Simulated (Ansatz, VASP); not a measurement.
Pt in VASP and in Ansatz

```
CELL_PARAMETERS angstrom
0.00000 1.95971 1.95971
1.95971 0.00000 1.95971
1.95971 1.95971 0.00000
ATOMIC_POSITIONS crystal
Pt 0.00000 0.00000 0.00000
```

Alike in both runs: task single point; functional PBEsol; k mesh 23 × 23 × 23; occupations fermi-dirac, width 0.1 eV; no spin polarisation.

|  | VASP | Ansatz |
| --- | --- | --- |
| version | VASP 6.6.1 | Ansatz 0.2.0 |
| potentials or method | VASP PAW PBE potentials, release 64 (Pt), cutoff 520 eV | plane waves (420 eV) with PAW, scalar-relativistic |
| valence electrons in the cell | 10 | 18 |

VASP gave:

```
pressure (GPa) : -0.3
```

**Question.** Which values does Ansatz return?

**Answer.** Pressure (GPa): 0.1.

VASP's potentials were made for PBE, not for PBEsol, and Ansatz warns of the same on its side. VASP's potentials hold 10 valence electrons a cell and Ansatz's 18, so a difference there can come from the potentials and not from the codes.

Spin-orbit coupling is off throughout.
